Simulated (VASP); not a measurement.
Wanted: the native input for a VASP 6.6.1 run.

| Property | Result |
| --- | --- |
| Task | single point |
| Functional | LDA |
| Potentials or basis | VASP PAW LDA potentials, release 64 (Be, Ni) |
| Cutoff | 520 eV |
| k mesh | 9 × 9 × 9 |
| Occupations | gaussian, width 0.3 eV |
| Spin | collinear spin, ferromagnetic start |
| Starting moments | [0.15, 1.14] μB |
| Fixed moment | 1.4 μB |
| Dipole correction | no |
| Further INCAR settings | ALGO = Normal; EDIFF = 1e-06; NBANDS = 17 |

The structure of BeNi lies in POSCAR:

```
BeNi
1.0
    2.5870000000      0.0000000000      0.0000000000
    0.0000000000      2.5870000000      0.0000000000
    0.0000000000      0.0000000000      2.5870000000
Be Ni
1 1
Direct
    0.0000000000      0.0000000000      0.0000000000
    0.5000000000      0.5000000000      0.5000000000
```

These files were run (other wordings do the same):

INCAR

```
PREC = Accurate ; ENCUT = 520
EDIFF = 1E-6 ; ISMEAR = 0
SIGMA = 0.3 ; LREAL = F
LASPH = T ; NELM = 150
ALGO = Normal ; ISIF = 2
LWAVE = F ; LCHARG = F
ISPIN = 2 ; MAGMOM = 0.15 1.14
LORBIT = 11 ; NUPDOWN = 1.4
LMAXMIX = 4 ; GGA = CA
NBANDS = 17
```

KPOINTS

```
regular mesh
0
Gamma
  9 9 9
```

Potentials or basis: VASP PAW LDA potentials, release 64 (Be, Ni).

The run is started by

```sh
$ cat potpaw_LDA.64/Be/POTCAR potpaw_LDA.64/Ni/POTCAR > POTCAR
$ mpirun -np 1 vasp_std > vasp.out
```

It gave:

```
Pressure                                              : 5.5 GPa
Net moment                                            : 1.40 μB per cell
Site moments                                          : Be +0.15; Ni +1.12 μB
Valence electrons inside the program's atomic spheres : Be 1.18; Ni 9.53
```

Caveat: the total moment is fixed, so each spin has its own Fermi level.

It used 52 s of CPU time on 1 thread of AMD EPYC 7R13 Processor (Zen 3), on a shared host.
